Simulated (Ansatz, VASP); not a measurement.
## HfC: VASP beside Ansatz

```
Hf C
1.0
    -0.09300    2.27850    2.27850
     2.27850   -0.09300    2.27850
     2.27850    2.27850   -0.09300
Hf C
1 1
Direct
  0.50000 0.50000 0.50000
  0.00000 0.00000 0.00000
```

Change from the starting cell: equal xy, yz and zx shear strains of -4 %.

Alike in both runs: task single point; functional PBE; k mesh 12 × 12 × 12; occupations fermi-dirac, width 0.05 eV; no spin polarisation.

|  | VASP | Ansatz |
| --- | --- | --- |
| version | VASP 6.6.1 | Ansatz 0.2.0 |
| potentials or method | VASP PAW PBE potentials, release 64 (Hf_pv, C), cutoff 520 eV | all-electron LAPW, scalar-relativistic |

VASP gave:

| Property | Result |
| --- | --- |
| pressure (GPa) | -0.2 |
| traceless stress, the component that is largest in VASP (GPa) | 6.51 |

**Question.** Estimate Ansatz's values.

**Answer.** Pressure (GPa): 0.5; traceless stress, the component that is largest in VASP (GPa): 6.50.

Ansatz ran all-electron here, and VASP with PAW potentials.

Spin-orbit coupling is off throughout.
